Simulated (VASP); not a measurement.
# KCl (Fm-3m) in VASP: further runs, part 3 of 3

VASP 6.6.1.

## 4. Single point, LDA (32.07 Å³/atom)

This run uses another cell than the first one, of 32.07 Å³/atom.

INCAR reads:

```
SYSTEM = KCl
PREC = Accurate
ENCUT = 520
EDIFF = 1E-6
ISMEAR = -1
SIGMA = 0.03
LREAL = .FALSE.
LASPH = .TRUE.
NELM = 60
ALGO = Normal
ISIF = 2
LWAVE = .FALSE.
LCHARG = .FALSE.
GGA = CA
NBANDS = 15
```

KPOINTS reads:

```
Automatic mesh
0
G
  7 7 7
  0 0 0
```

POSCAR reads:

```
KCl
1.0
    0.0000000000      3.1770019336      3.1770019336
    3.1770019336      0.0000000000      3.1770019336
    3.1770019336      3.1770019336      0.0000000000
K Cl
1 1
Direct
    0.0000000000      0.0000000000      0.0000000000
    0.5000000000      0.5000000000      0.5000000000
```

Launch:

```sh
> cat potpaw_LDA.64/K_sv/POTCAR potpaw_LDA.64/Cl/POTCAR > POTCAR
> mpirun -np 1 vasp_std > vasp.out
```

It took 36 s on 1 thread of AMD EPYC 7R13, shared host; peak memory 0.14 GiB.

Results (log left out):

```yaml
Free_energy: -7.3461 eV
Pressure: -2.3 GPa
Band_gap_on_the_k_mesh: 4.65 eV
```

Levels at points of the mesh, in eV from the valence-band top:
```csv
k point,band 5,band 6,band 7,band 8,band 9,band 10,band 11,band 12
"(0.00, 0.00, 0.00)",-10.60,0.00,0.00,0.00,4.65,8.07,8.07,8.07
```

Caveat: an odd mesh through Γ misses points on the zone boundary, where band edges can lie.

## 5. Single point, LDA (33.32 Å³/atom)

This run uses another cell than the first one, of 33.32 Å³/atom.

INCAR reads:

```
SYSTEM = KCl
ALGO = Normal
EDIFF = 1E-6
ENCUT = 520
ISIF = 2
ISMEAR = -1
LASPH = .TRUE.
LCHARG = .FALSE.
LREAL = .FALSE.
LWAVE = .FALSE.
NBANDS = 15
NELM = 80
PREC = Accurate
SIGMA = 0.03
```

KPOINTS reads:

```
k-points
0
G
  7 7 7
  0 0 0
```

POSCAR reads:

```
KCl
1.0
    0.0000000000      3.2180000288      3.2180000288
    3.2180000288      0.0000000000      3.2180000288
    3.2180000288      3.2180000288      0.0000000000
K Cl
1 1
Direct
    0.0000000000      0.0000000000      0.0000000000
    0.5000000000      0.5000000000      0.5000000000
```

Potentials or basis: VASP PAW LDA potentials, release 64 (K_sv, Cl).

Launch:

```sh
> cat potpaw_LDA.64/K_sv/POTCAR potpaw_LDA.64/Cl/POTCAR > POTCAR
> mpirun -np 1 vasp_std > vasp.out
```

OUTCAR:

```text
SYSTEM = KCl
   EDIFF = 1E-6
   ENCUT = 520
   ISIF = 2
   ISMEAR = -1
   LASPH = .TRUE.
   LREAL = .FALSE.
   NELM = 80
   PREC = Accurate

 ion  position               nearest neighbor table
   1  0.000  0.000  0.000-   2 3.22   2 3.22   2 3.22   2 3.22   2 3.22   2 3.22
   2  0.500  0.500  0.500-   1 3.22   1 3.22   1 3.22   1 3.22   1 3.22   1 3.22

  LATTYP: Found a face centered cubic cell.
 ALAT       =     6.4360000576

  Lattice vectors:

 A1 = (   0.0000000000,   3.2180000288,   3.2180000288)
 A2 = (   3.2180000288,   0.0000000000,   3.2180000288)
 A3 = (   3.2180000288,   3.2180000288,   0.0000000000)

Analysis of symmetry for initial positions (statically):
=====================================================================
 Subroutine PRICEL returns:
 Original cell was already a primitive cell.

 Routine SETGRP: Setting up the symmetry group for a
 face centered cubic supercell.

 Subroutine GETGRP returns: Found 48 space group operations
 (whereof 48 operations were pure point group operations)
 out of a pool of 48 trial point group operations.

The static configuration has the point symmetry O_h .

Analysis of symmetry for dynamics (positions and initial velocities):
=====================================================================
 Subroutine PRICEL returns:
 Original cell was already a primitive cell.

 Routine SETGRP: Setting up the symmetry group for a
 face centered cubic supercell.

 Subroutine GETGRP returns: Found 48 space group operations
 (whereof 48 operations were pure point group operations)
 out of a pool of 48 trial point group operations.

The dynamic configuration has the point symmetry O_h .

 Subroutine INISYM returns: Found 48 space group operations
 (whereof 48 operations are pure point group operations),
 and found     1 'primitive' translations

----------------------------------------------------------------------------------------

                                     Primitive cell

  volume of cell :      66.6482

  direct lattice vectors                    reciprocal lattice vectors
[... 114 lines left out ...]
  energy-cutoff  :      520.00
  volume of cell :       66.65
 maximum number of plane-waves:      1814
 NGX is ok and might be reduce to    36
   NGX = 17   NGY = 17   NGZ = 17

 number of electron      16.0000000 magnetization

 Free energy of the ion-electron system (eV)
  ---------------------------------------------------
  ext. energy  EPLUGINS =         0.00000000
  ---------------------------------------------------
  free energy    TOTEN  =        -7.30747739 eV

  energy without entropy =       -7.30747739  energy(sigma->0) =       -7.30747739

 E-fermi :  -1.7225     XC(G=0):  -7.8347

 val. band max:       -2.3397149415   @ k =   0.0000   0.0000   0.0000
 cond. band min:       2.1966476823   @ k =   0.0000   0.0000   0.0000
 fundamental gap:      4.5363626238
 Fermi energy:        -1.7224906395

 k-point     1 :       0.0000    0.0000    0.0000
  band No.  band energies     occupation
      1     -29.3357      2.00000
      2     -14.2928      2.00000
      3     -13.0311      2.00000
      4     -13.0311      2.00000
      5     -13.0311      2.00000
      6      -2.3397      2.00000
      7      -2.3397      2.00000
      8      -2.3397      2.00000
      9       2.1966      0.00000
     10       5.7066      0.00000
     11       5.7066      0.00000
     12       5.7066      0.00000
     13       6.5982      0.00000
     14       6.5982      0.00000
[... 329 lines left out ...]
      2     -14.3042      2.00000
      3     -13.1192      2.00000
      4     -13.0891      2.00000
      5     -12.9497      2.00000
      6      -2.8990      2.00000
      7      -2.8385      2.00000
      8      -2.6857      2.00000
      9       4.9514      0.00000
     10       5.5922      0.00000
     11       6.5078      0.00000
     12       7.0063      0.00000
     13       8.5789      0.00000
     14       8.6392      0.00000
     15       9.3316      0.00000

------------------------ aborting loop because EDIFF is reached ----------------------------------------

  FORCE on cell =-STRESS in cart. coord.  units (eV):
  Direction    XX          YY          ZZ          XY          YZ          ZX
  --------------------------------------------------------------------------------------
  -------------------------------------------------------------------------------------
  Total       -1.1230850     -1.1230850     -1.1230850      0.0000000     -0.0000000      0.0000000
  in kB      -26.9982163    -26.9982163    -26.9982163      0.0000000     -0.0000000      0.0000000
  external PRESSURE =     -26.9982163 kB  Pullay stress =       0.0000000 kB

 VOLUME and BASIS-vectors are now :
 -----------------------------------------------------------------------------
  energy-cutoff  :      520.00
  volume of cell :       66.65
      direct lattice vectors                 reciprocal lattice vectors
     0.000000000  3.218000029  3.218000029    -0.155376009  0.155376009  0.155376009
     3.218000029  0.000000000  3.218000029     0.155376009 -0.155376009  0.155376009
     3.218000029  3.218000029  0.000000000     0.155376009  0.155376009 -0.155376009

 POSITION                                       TOTAL-FORCE (eV/Angst)
 -----------------------------------------------------------------------------------
      0.00000      0.00000      0.00000        -0.000000     -0.000000     -0.000000
      3.21800      3.21800      3.21800         0.000000      0.000000      0.000000
 -----------------------------------------------------------------------------------
    total drift:                                0.000000      0.000000      0.000000

  FREE ENERGIE OF THE ION-ELECTRON SYSTEM (eV)
  ---------------------------------------------------
  free  energy   TOTEN  =        -7.3074773883 eV

  energy  without entropy=       -7.3074773882  energy(sigma->0) =       -7.30747739
```

OSZICAR:

```text
N       E                     dE             d eps       ncg     rms          rms(c)
DAV:   1     0.106228294589E+03    0.10623E+03   -0.69879E+03   600   0.946E+02
DAV:   2    -0.758375520777E+00   -0.10699E+03   -0.96845E+02   768   0.248E+02
DAV:   3    -0.737994594506E+01   -0.66216E+01   -0.65874E+01   831   0.535E+01
DAV:   4    -0.762259475693E+01   -0.24265E+00   -0.24255E+00   895   0.985E+00
DAV:   5    -0.762513658720E+01   -0.25418E-02   -0.25417E-02   860   0.108E+00    0.311E+00
DAV:   6    -0.733816976455E+01    0.28697E+00   -0.39407E-01   754   0.319E+00    0.248E+00
DAV:   7    -0.730821870718E+01    0.29951E-01   -0.62007E-02   817   0.152E+00    0.149E+00
DAV:   8    -0.730734592945E+01    0.87278E-03   -0.11946E-02   898   0.796E-01    0.240E-01
DAV:   9    -0.730732882349E+01    0.17106E-04   -0.67869E-04   763   0.150E-01    0.870E-02
DAV:  10    -0.730747519223E+01   -0.14637E-03   -0.96841E-05   727   0.759E-02    0.168E-02
DAV:  11    -0.730747680189E+01   -0.16097E-05   -0.39257E-06   871   0.153E-02    0.838E-03
DAV:  12    -0.730747738829E+01   -0.58640E-06   -0.17304E-06   725   0.912E-03
   1 F= -.73074774E+01 E0= -.73074774E+01  d E =-.388407E-10
```

stdout:

```text
POSCAR found type information on POSCAR K Cl
 POSCAR found :  2 types and       2 ions
 scaLAPACK will be used
 LDA part: xc-table for (Slater(with rela. corr.)+CA(PZ))
 , standard interpolation
 POSCAR, INCAR and KPOINTS ok, starting setup
 FFT: planning ... GRIDC
 FFT: planning ... GRID_SOFT
 FFT: planning ... GRID
 WAVECAR not read
 entering main loop
```

It took 33 s on 1 thread of AMD EPYC 7R13, shared host; peak memory 0.15 GiB.

What came out:

```
Free energy            : -7.3075 eV
Pressure               : -2.7 GPa
Band gap on the k mesh : 4.54 eV
```

Caveat: an odd mesh through Γ misses points on the zone boundary, where band edges can lie.

## 6. Overview

| cell | gap on the mesh (eV) | pressure (GPa) |
| --- | --- | --- |
| a = 4.463 Å, angles 60.0°, 2 atoms | 4.72 | -2.0 |
| a = 4.522 Å, angles 60.0°, 2 atoms | 4.59 | -2.5 |
| a = 4.493 Å, angles 60.0°, 2 atoms | 4.65 | -2.3 |
| a = 4.551 Å, angles 60.0°, 2 atoms | 4.54 | -2.7 |

Alike in all rows: task single point; level LDA; potentials or basis VASP PAW LDA potentials, release 64 (K_sv, Cl); no spin polarisation; k mesh 7 × 7 × 7; cutoff (eV) 520; smearing fermi-dirac 0.03 eV.

Caveats: an odd mesh through Γ misses points on the zone boundary, where band edges can lie.

Total energies depend on the potentials used, so only differences within one code and one set of settings carry meaning.
